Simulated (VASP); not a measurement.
# Sr (Fm-3m) in VASP: further runs, part 2 of 2

VASP 6.6.1.

## (4) Single point, LDA (volume scaled by 1.01)

INCAR reads:

```
PREC     = Accurate       # precision mode
ENCUT    = 520            # plane-wave cutoff, eV
EDIFF    = 1E-6           # SCF threshold, eV
ISMEAR   = -1             # smearing method
SIGMA    = 0.08           # smearing width, eV
LREAL    = False          # projectors in reciprocal space
LASPH    = True           # aspherical terms in the spheres
NELM     = 100            # most SCF steps
ALGO     = Normal         # electronic algorithm
ISIF     = 2              # what is computed and relaxed
LWAVE    = False          # write WAVECAR
LCHARG   = True           # write CHGCAR
LELF     = True           # ELF
LVHAR    = True         
NBANDS   = 11             # bands
```

KPOINTS reads:

```
Automatic mesh
0
Gamma
  10 10 10
```

POSCAR reads:

```
Sr
1.0
    0.0000000000      3.0524575493      3.0524575493
    3.0524575493      0.0000000000      3.0524575493
    3.0524575493      3.0524575493      0.0000000000
Sr
1
Direct
    0.0000000000      0.0000000000      0.0000000000
```

The run is started by

```console
$ cat potpaw_LDA.64/Sr_sv/POTCAR > POTCAR
$ mpirun -np 1 vasp_std > vasp.out
```

Run time: 11 s. Hardware: 1 thread of Intel Xeon Platinum 8375C at 2.90GHz (Ice Lake), shared host; peak memory 0.16 GiB.

It converged, with:

```
Free energy            : -1.8625 eV
Pressure               : -1.6 GPa
Band gap on the k mesh : zero (band 5 reaches 1.37 eV, above the bottom of band 6 at 1.33 eV)
```

Levels at points of the mesh, in eV from the Fermi level:
| k point | band 1 | band 2 | band 3 | band 4 | band 5 | band 6 | band 7 | band 8 | band 9 | band 10 |
| --- | --- | --- | --- | --- | --- | --- | --- | --- | --- | --- |
| (0.00, 0.00, 0.00) | -36.53 | -18.52 | -18.52 | -18.52 | -3.61 | 2.20 | 2.20 | 2.20 | 3.60 | 3.60 |
| (0.50, 0.00, 0.00) | -36.52 | -18.70 | -18.54 | -18.54 | -1.16 | 0.09 | 2.06 | 2.06 | 4.60 | 4.60 |
| (0.50, 0.50, 0.00) | -36.51 | -18.69 | -18.58 | -18.58 | -0.63 | 0.31 | 1.02 | 4.60 | 4.89 | 4.89 |

## (5) Single point, LDA (volume scaled by 1.04)

INCAR reads:

```
SYSTEM = Sr
PREC = Accurate
ENCUT = 520
EDIFF = 1E-6
ISMEAR = -1
SIGMA = 0.08
LREAL = .False.
LASPH = .True.
NELM = 80
ALGO = Normal
ISIF = 2
LWAVE = .False.
LCHARG = .False.
NBANDS = 11
```

KPOINTS reads:

```
regular mesh
0
Gamma
  10 10 10
  0 0 0
```

POSCAR reads:

```
Sr
1.0
    0.0000000000      3.0823855122      3.0823855122
    3.0823855122      0.0000000000      3.0823855122
    3.0823855122      3.0823855122      0.0000000000
Sr
1
Direct
    0.0000000000      0.0000000000      0.0000000000
```

Potentials or basis: VASP PAW LDA potentials, release 64 (Sr_sv).

The run is started by

```console
$ cat potpaw_LDA.64/Sr_sv/POTCAR > POTCAR
$ mpirun -np 1 vasp_std > vasp.out
```

OUTCAR:

```text
SYSTEM = Sr
   PREC = Accurate
   ENCUT = 520
   EDIFF = 1E-6
   ISMEAR = -1
   LREAL = .False.
   LASPH = .True.
   NELM = 80
   ISIF = 2

 ion  position               nearest neighbor table
   1  0.000  0.000  0.000-

  LATTYP: Found a face centered cubic cell.
 ALAT       =     6.1647710244

  Lattice vectors:

 A1 = (   0.0000000000,   3.0823855122,   3.0823855122)
 A2 = (   3.0823855122,   0.0000000000,   3.0823855122)
 A3 = (   3.0823855122,   3.0823855122,   0.0000000000)

Analysis of symmetry for initial positions (statically):
[... 505 lines left out ...]
      5      -0.1546      2.00000
      6       1.8123      0.00110
      7       2.4809      0.00000
      8       4.4493      0.00000
      9       4.7734      0.00000
     10       5.6141      0.00000
     11       7.0783      0.00000

 [... further k-points ...]
[... 5 lines left out ...]
  --------------------------------------------------------------------------------------
  -------------------------------------------------------------------------------------
  Total       -0.6767718     -0.6767718     -0.6767718      0.0000000      0.0000000      0.0000000
  in kB      -18.5123683    -18.5123683    -18.5123683      0.0000000      0.0000000      0.0000000
  external PRESSURE =     -18.5123683 kB  Pullay stress =       0.0000000 kB

 VOLUME and BASIS-vectors are now :
 -----------------------------------------------------------------------------
  energy-cutoff  :      520.00
  volume of cell :       58.57
      direct lattice vectors                 reciprocal lattice vectors
     0.000000000  3.082385512  3.082385512    -0.162212026  0.162212026  0.162212026
     3.082385512  0.000000000  3.082385512     0.162212026 -0.162212026  0.162212026
     3.082385512  3.082385512  0.000000000     0.162212026  0.162212026 -0.162212026

 POSITION                                       TOTAL-FORCE (eV/Angst)
 -----------------------------------------------------------------------------------
      0.00000      0.00000      0.00000        -0.000000      0.000000     -0.000000
 -----------------------------------------------------------------------------------
    total drift:                                0.000000      0.000000      0.000000

  FREE ENERGIE OF THE ION-ELECTRON SYSTEM (eV)
  ---------------------------------------------------
  free  energy   TOTEN  =        -1.8441025028 eV

  energy  without entropy=       -1.8153482230  energy(sigma->0) =       -1.82972536
```

stdout:

```text
POSCAR found type information on POSCAR Sr
 POSCAR found :  1 types and       1 ions
 scaLAPACK will be used
 LDA part: xc-table for (Slater(with rela. corr.)+CA(PZ))
 , standard interpolation
 POSCAR, INCAR and KPOINTS ok, starting setup
 FFT: planning ... GRIDC
 FFT: planning ... GRID_SOFT
 FFT: planning ... GRID
 WAVECAR not read
 entering main loop
```

Wall time 10 s (1 thread of Intel Xeon Platinum 8375C at 2.90GHz (Ice Lake), shared host); peak memory 0.17 GiB.

What came out:

```
Free energy            : -1.8441 eV
Pressure               : -1.9 GPa
Band gap on the k mesh : zero (band 5 reaches 1.28 eV, above the bottom of band 6 at 1.23 eV)
```

Levels at points of the mesh, in eV from the Fermi level:
```tsv
k point	band 1	band 2	band 3	band 4	band 5	band 6	band 7	band 8	band 9	band 10
(0.00, 0.00, 0.00)	-36.59	-18.58	-18.58	-18.58	-3.56	2.17	2.17	2.17	3.52	3.52
(0.50, 0.00, 0.00)	-36.58	-18.74	-18.60	-18.60	-1.14	0.06	2.04	2.04	4.49	4.49
(0.50, 0.50, 0.00)	-36.57	-18.73	-18.64	-18.64	-0.60	0.34	0.97	4.49	4.77	4.77
```

## (6) Single point, LDA (volume scaled by 0.96)

INCAR reads:

```
PREC = Accurate
ENCUT = 520
EDIFF = 1E-6
ISMEAR = -1
SIGMA = 0.08
LREAL = False
LASPH = True
NELM = 80
ALGO = Normal
ISIF = 2
LWAVE = False
LCHARG = False
NBANDS = 11
```

KPOINTS reads:

```
regular mesh
0
Gamma
  10 10 10
```

POSCAR reads:

```
Sr
1.0
    0.0000000000      3.0012321217      3.0012321217
    3.0012321217      0.0000000000      3.0012321217
    3.0012321217      3.0012321217      0.0000000000
Sr
1
Direct
    0.0000000000      0.0000000000      0.0000000000
```

Potentials or basis: VASP PAW LDA potentials, release 64 (Sr_sv).

The run is started by

```console
$ cat potpaw_LDA.64/Sr_sv/POTCAR > POTCAR
$ mpirun -np 1 vasp_std > vasp.out
```

It took 8.8 s on 1 thread of Intel Xeon Platinum 8488C (Sapphire Rapids), shared host; peak memory 0.16 GiB.

Results (log left out):

* Free energy: -1.8874 eV
* Pressure: -1.2 GPa
* Band gap on the k mesh: zero (band 5 reaches 1.52 eV, above the bottom of band 6 at 1.49 eV)

Levels at points of the mesh, in eV from the Fermi level:
```tsv
k point	band 3	band 4	band 5	band 6	band 7	band 8
(0.00, 0.00, 0.00)	-18.42	-18.42	-3.70	2.25	2.25	2.25
(0.50, 0.00, 0.00)	-18.44	-18.44	-1.19	0.14	2.10	2.10
(0.50, 0.50, 0.00)	-18.49	-18.49	-0.69	0.26	1.13	4.80
```

## (7) Summary

| cell | gap on the mesh (eV) | pressure (GPa) |
| --- | --- | --- |
| a = 4.215 Å, angles 60.0°, 1 atom | none | -1.0 |
| a = 4.274 Å, angles 60.0°, 1 atom | none | -1.4 |
| a = 4.317 Å, angles 60.0°, 1 atom | none | -1.6 |
| a = 4.359 Å, angles 60.0°, 1 atom | none | -1.9 |
| a = 4.244 Å, angles 60.0°, 1 atom | none | -1.2 |

Alike in all rows: task single point; level LDA; potentials or basis VASP PAW LDA potentials, release 64 (Sr_sv); no spin polarisation; k mesh 10 × 10 × 10; cutoff (eV) 520; smearing fermi-dirac 0.08 eV.

Absolute energies hang on the potentials; compare differences alone.
